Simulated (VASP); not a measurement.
Here is a VASP 6.6.1 calculation.

File INCAR:

```
PREC = Accurate ; ENCUT = 500
EDIFF = 1E-6 ; ISMEAR = -1
SIGMA = 0.03 ; LREAL = False
LASPH = True ; NELM = 120
ALGO = Normal ; ISIF = 2
LWAVE = False ; LCHARG = True
GGA = PE ; LELF = True
LVHAR = True ; NBANDS = 18
GGA_COMPAT = False
```

Contents of KPOINTS:

```
regular mesh
0
Gamma
  9 9 5
```

The input POSCAR:

```
TaS2
1.0
    3.3500021206      0.0000000000      0.0000000000
   -1.6750010603      2.9011869392      0.0000000000
    0.0000000000      0.0000000000      5.9772000000
Ta S
1 2
Direct
    0.0000000000      0.0000000000      0.0000000000
    0.3333333333      0.6666666667      0.2500000000
    0.6666666667      0.3333333333      0.7500000000
```

Potentials or basis: VASP PAW PBE potentials, release 64 (Ta_pv, S).

Run with:

```console
$ cat potpaw_PBE.64/Ta_pv/POTCAR potpaw_PBE.64/S/POTCAR > POTCAR
$ mpirun -np 1 vasp_std > vasp.out
```

Problem. What does it give for the largest force?

Solution. 0.777 eV/Å.

Problem. Predict the pressure.

Solution. 6.1 GPa.

Forces on the atoms (eV/Å):
```
Ta   0.000  0.000  0.000
S    0.000  0.000  0.777
S    0.000  0.000 -0.777
```

Caveat: the cell differs from its parent crystal (zz strain of +2 %); this functional lacks dispersion, which binds the layers, so the pressure and a relaxed spacing across them are unreliable.
